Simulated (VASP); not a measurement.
A run of VASP 6.6.1:

INCAR

```
SYSTEM = Al2Zn
PREC = Accurate
ENCUT = 520
EDIFF = 1E-6
ISMEAR = 0
SIGMA = 0.15
LREAL = .FALSE.
LASPH = .TRUE.
NELM = 60
ALGO = Fast
ISIF = 2
LWAVE = .FALSE.
LCHARG = .FALSE.
GGA = PS
NBANDS = 16
```

File KPOINTS:

```
Automatic mesh
0
G
  18 18 6
  0 0 0
```

Contents of POSCAR:

```
Al2Zn
1.0
    2.6377589477      0.0000000000      0.0000000000
   -1.3188794739      2.2843662578      0.0000000000
    0.0000000000      0.0000000000      6.9344044976
Al Zn
2 1
Direct
    0.3333333333      0.6666666667      0.3290843613
    0.6666666667      0.3333333333      0.6709156387
    0.0000000000      0.0000000000      0.0000000000
```

Potentials or basis: VASP PAW PBE potentials, release 64 (Al, Zn).

The run is started by

```console
$ cat potpaw_PBE.64/Al/POTCAR potpaw_PBE.64/Zn/POTCAR > POTCAR
$ mpirun -np 1 vasp_std > vasp.out
```

Hardware: 1 thread of Intel Xeon 6975P-C, on a shared host.

Task: Estimate the wall time of this run.

Result: Run time: 110 s on 1 thread of Intel Xeon 6975P-C, with other jobs on the host, peak memory 0.25 GiB. Counts: scf iterations 14, k points 202.
